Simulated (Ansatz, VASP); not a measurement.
## As3Se in VASP and in Ansatz

```xyz
4
Lattice="4.9107 0.0000 0.0000 -2.4553 4.2528 0.0000 0.0000 0.0000 5.1454" Properties=species:S:1:pos:R:3 pbc="T T T"
As    0.0000    0.0000    2.5727
As    0.0000    2.8352    0.0000
As    2.4553    1.4176    0.0000
Se    0.0000    0.0000    0.0000
```

Change from the starting cell: species swapped into the Li3N type (P6/mmm, No. 191).

Alike in both runs: functional PBE; k mesh 5 × 5 × 4; occupations gaussian, width 0.2 eV; no spin polarisation.

Ansatz relaxed the structure, and its values are those at the end. VASP's run is a single point on that final structure, the one shown.

|  | VASP | Ansatz |
| --- | --- | --- |
| version | VASP 6.6.1 | Ansatz 0.2.0 |
| potentials or method | VASP PAW PBE potentials, release 64 (As, Se), cutoff 500 eV | scalar-relativistic, plane waves, PAW |
| valence electrons in the cell | 21 | 61 |

|  | VASP | Ansatz | Ansatz less VASP |
| --- | --- | --- | --- |
| gap on the k mesh at the Fermi level (eV) | none | none | - |
| pressure (GPa) | -0.5 | -0.5 | -0.04 |

A gap of «none» marks a metal or a gap that the smearing closes. The functional is the same, so the differences come from potentials, cutoffs and numerics. VASP's potentials hold 21 valence electrons a cell and Ansatz's 61, so a difference there can come from the potentials and not from the codes.
